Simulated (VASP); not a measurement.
Runs of VASP 6.6.1 on WC. The structure is that of space group I4/mmm (No. 139), or close to it. The cells are those of the table. 

```tsv
cell	gap on the mesh (eV)	pressure (GPa)
a = 3.101, b = 3.311, c = 3.311 Å, angles 55.9, 62.1, 62.1°, 2 atoms	none	-33.6
a = 3.101, b = 3.280, c = 3.280 Å, angles 56.4, 61.8, 61.8°, 2 atoms	none	(b)
a = 3.101, b = 3.342, c = 3.342 Å, angles 55.3, 62.4, 62.4°, 2 atoms	none	-34.9
a = 3.101, b = 2.932, c = 2.932 Å, angles 63.9, 58.1, 58.1°, 2 atoms	none	(a)
a = 3.101, b = 2.987, c = 2.987 Å, angles 62.5, 58.7, 58.7°, 2 atoms	none	29.2
```

Alike in all rows: task single point; level PBEsol; potentials or basis VASP PAW PBE potentials, release 64 (W_sv, C); no spin polarisation; k mesh 18 × 18 × 18; cutoff (eV) 520; smearing gaussian 0.15 eV.

Question: Estimate the missing entries.

Answer: (a) 60.4; (b) -32.0.

Caveats: the PAW data sets were made with another functional, which shifts forces and pressure a little; spin-orbit coupling is left out, which moves the levels of the heavy elements; the stress differs along the axes, from -47 to -27 GPa (at least some runs); the stress differs along the axes, from -46 to -25 GPa (at least some runs); the stress differs along the axes, from -47 to -29 GPa (at least some runs); the stress differs along the axes, from 15 to 151 GPa (at least some runs); the stress differs along the axes, from 5 to 77 GPa (at least some runs).

A k mesh can miss the band edges, and the runs leave out spin-orbit coupling on W.

A gap of «none» marks levels without a gap at the run's occupations.
